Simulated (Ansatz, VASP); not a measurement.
Given: the input of a run of Ansatz 0.2.0 on B.

input.yaml

```yaml
crystal:
  lattice:
    - [2.34611, 0.0, 0.0]
    - [0.0, 2.34611, 0.0]
    - [0.0, 0.0, 1.58579]
  atoms:
    - { symbol: B, position: [0.5, 0.5, 0.5] }
hamiltonian:
  xc: pbesol
  pseudopotentials: { kind: paw }
kpoints:
  mp_grid: { grid: [11, 11, 16] }
scf:
  occupations: { method: fermi_dirac, width: 0.05 }
output:
  forces: true
  stress: true
  eigenvalues: true
relax:
  f_tol: 0.01
  max_steps: 40
  cell: { stress_tol: 0.05 }
```

Potentials or basis: Ansatz PAW.

Launch:

```bash
$ ansatz run input.yaml --threads 2 --pin off --max-ram 5632MiB --backend cpu --events-out ev --progress --plain --runs-dir out
```

Problem. Translate it to VASP 6.6.1. Potentials there: VASP PAW PBE potentials, release 64 (B).

Solution. As run (the cutoff follows the program's own potentials):

INCAR

```
PREC = Accurate
ENCUT = 600
EDIFF = 1E-6
ISMEAR = -1
SIGMA = 0.05
LREAL = False
LASPH = True
NELM = 80
ALGO = Normal
ISIF = 3
LWAVE = False
LCHARG = False
GGA = PS
IBRION = 2
NSW = 60
EDIFFG = -0.01
```

File KPOINTS:

```
regular mesh
0
Gamma
  11 11 16
```

File POSCAR:

```
B
1.0
    2.3461100000      0.0000000000      0.0000000000
    0.0000000000      2.3461100000      0.0000000000
    0.0000000000      0.0000000000      1.5857900000
B
1
Direct
    0.5000000000      0.5000000000      0.5000000000
```

Potentials or basis: VASP PAW PBE potentials, release 64 (B).

Run with:

```bash
$ cat potpaw_PBE.64/B/POTCAR > POTCAR
$ mpirun -np 1 vasp_std > vasp.out
```

Both were run:

|  | VASP | Ansatz | Ansatz less VASP |
| --- | --- | --- | --- |
| gap on the k mesh at the Fermi level, each at its own relaxed structure (eV) | none | none | - |
| relaxed volume (Å³/atom) | 8.35 | 8.35 | -0.001 |
| relaxed cell length with the largest relative difference (Å) | 1.587 | 1.587 | -0.0003 |

VASP's potentials were made for PBE, not for PBEsol. A gap of «none» marks a metal or a gap that the smearing closes.

Noted on Ansatz's run: the plane-wave basis is chosen anew once the cell has moved, so the energies of steps on either side of that aren't comparable.
